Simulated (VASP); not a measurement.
A run of VASP 6.6.1 is set up as follows.

Contents of INCAR:

```
SYSTEM = ZnS
ALGO = Normal
EDIFF = 1E-6
ENCUT = 520
GGA = PS
ISIF = 2
ISMEAR = 0
LASPH = .TRUE.
LCHARG = .TRUE.
LELF = .TRUE.
LREAL = .FALSE.
LVHAR = .TRUE.
LWAVE = .FALSE.
NBANDS = 26
NELM = 100
PREC = Accurate
SIGMA = 0.05
```

The input KPOINTS:

```
k-points
0
G
  9 9 6
  0 0 0
```

Contents of POSCAR:

```
ZnS
1.0
    3.8109987816      0.0095274970      0.0000000000
   -1.8972483364      3.2956580102      0.0000000000
    0.0000000000      0.0000000000      6.2340000000
Zn S
2 2
Direct
    0.3333333333      0.6666666667      0.0000000000
    0.6666666667      0.3333333333      0.5000000000
    0.3333333333      0.6666666667      0.3850000000
    0.6666666667      0.3333333333      0.8850000000
```

Potentials or basis: VASP PAW PBE potentials, release 64 (Zn, S).

Command:

```bash
$ cat potpaw_PBE.64/Zn/POTCAR potpaw_PBE.64/S/POTCAR > POTCAR
$ mpirun -np 1 vasp_std > vasp.out
```

Problem. Predict the pressure.

Solution. -1.1 GPa.

Problem. Estimate the band gap on the k mesh.

Solution. 2.12 eV, direct.

Stress tensor (GPa, compression positive):
```
-0.49 -0.29  0.00
-0.29 -0.49  0.00
 0.00  0.00 -2.33
```

Caveat: the cell differs from its parent crystal (strain +0.0050 x Voigt [0, 0, 0, 0, 0, 1]); the PAW data sets were made with another functional, which shifts forces and pressure a little.
